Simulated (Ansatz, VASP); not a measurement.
**Mg: VASP beside Ansatz**

INCAR

```
PREC = Accurate ; ENCUT = 600
EDIFF = 1E-6 ; ISMEAR = -1
SIGMA = 0.08 ; LREAL = False
LASPH = True ; NELM = 60
ALGO = Normal ; ISIF = 3
LWAVE = False ; LCHARG = False
GGA = PE ; IBRION = 2
NSW = 60 ; EDIFFG = -0.005
```

Contents of KPOINTS:

```
regular mesh
0
Gamma
  11 11 3
```

File POSCAR:

```
Mg
1.0
    3.1943896707      0.0000000000      0.0000000000
   -1.5971948354      2.7664226044      0.0000000000
    0.0000000000      0.0000000000     10.3817664298
Mg
4
Direct
    0.0000000000      0.0000000000      0.0000000000
    0.0000000000      0.0000000000      0.5000000000
    0.3333333333      0.6666666667      0.2500000000
    0.6666666667      0.3333333333      0.7500000000
```

Input for Ansatz:

```yaml
crystal:
  lattice:
    - [3.1943896707, 0.0, 0.0]
    - [-1.5971948354, 2.7664226044, 0.0]
    - [0.0, 0.0, 10.3817664298]
  atoms:
    - { symbol: Mg, position: [0.0, 0.0, 0.0] }
    - { symbol: Mg, position: [0.0, 0.0, 0.5] }
    - { symbol: Mg, position: [0.3333333333, 0.6666666667, 0.25] }
    - { symbol: Mg, position: [0.6666666667, 0.3333333333, 0.75] }
kpoints:
  mp_grid: { grid: [11, 11, 3] }
scf:
  occupations: { method: fermi_dirac, width: 0.08 }
hamiltonian:
  xc: pbe
  pseudopotentials: { kind: paw }
output:
  forces: true
  stress: true
  write_density: true
  write_potential: true
  elf: true
  volumetric_format: npy
relax:
  f_tol: 0.005
  max_steps: 40
  cell: {}
```

Alike in both runs: task relaxation of cell and atoms; functional PBE; k mesh 11 × 11 × 3; occupations fermi-dirac, width 0.08 eV; no spin polarisation.

```csv
,VASP,Ansatz
version,VASP 6.6.1,Ansatz 0.2.0
potentials or method,"VASP PAW PBE potentials, release 64 (Mg)","PAW with Ansatz's default frozen-core files, scalar-relativistic"
plane-wave cutoff (eV),600,420
valence electrons in the cell,8,40
```

VASP gave:

* relaxed volume (Å³/atom): 22.92
* relaxed cell length with the largest relative difference (Å): 10.383

Task: What did Ansatz give for the same quantities?

Result: Relaxed volume (Å³/atom): 22.99; relaxed cell length with the largest relative difference (Å): 10.395.

VASP's potentials hold 8 valence electrons a cell and Ansatz's 40, so a difference there can come from the potentials and not from the codes.
